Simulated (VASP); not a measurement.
Ge, 8 atoms in the cell. The typed cell holds 8 atoms: a = 5.348 Å, b = 5.466 Å, c = 8.095 Å, α = 107.00°, β = 108.07°, γ = 98.16°. 

* Program: VASP 6.6.1
* Task: relaxation of cell and atoms
* Functional: PBE
* Potentials or basis: VASP PAW PBE potentials, release 64 (Ge_d)
* Cutoff: 600 eV
* k mesh: 4 × 4 × 4
* Occupations: gaussian, width 0.2 eV
* Spin: no spin polarisation
* Dipole correction: no
* Further INCAR settings: ALGO = Fast; EDIFF = 1e-07; IBRION = 2; EDIFFG = -0.025; NSW = 80; ISIF = 3

Potentials or basis: VASP PAW PBE potentials, release 64 (Ge_d).

Launch:

```console
$ cat potpaw_PBE.64/Ge_d/POTCAR > POTCAR
$ mpirun -np 1 vasp_std > vasp.out
```

Hardware: 1 thread of AMD EPYC 9755 128-Core Processor (shared host).

How long does it take, and how much memory?

Wall time 2.4 h on 1 thread of AMD EPYC 9755 128-Core Processor (shared host), peak memory 0.66 GiB. Counts: scf iterations 149, k points 36, ion steps 14.
